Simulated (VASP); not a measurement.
The system is GaN.

```
Ga N
1.0
     0.00000    2.25350    2.25350
     2.25350    0.00000    2.25350
     2.25350    2.25350    0.00000
Ga N
1 1
Cartesian
  0.0000 0.0000 0.0000
  1.1268 1.1268 1.1268
```

Base run:

| Item | Value |
| --- | --- |
| Program | VASP 6.6.1 |
| Functional | PBE |
| Potentials or basis | VASP PAW PBE potentials, release 64 (Ga_d, N) |
| Cutoff | 520 eV |
| k mesh | 6 × 6 × 6 |
| Occupations | fermi-dirac, width 0.04 eV |
| Spin | no spin polarisation |

Its results: band gap on the k mesh 1.72 eV; pressure 5.0 GPa.

**Question.** The run is repeated on the same cell with these changes: functional from PBE to r2SCANh; occupations from fermi-dirac, width 0.04 eV to fermi-dirac, width 0.05 eV. What comes out?

**Answer.** Band gap on the k mesh 2.85 eV; pressure -1.7 GPa.

Caveats: the cell stands under pressure (at least some runs); the PAW data sets were made with another functional, which shifts forces and pressure a little (at least some runs).

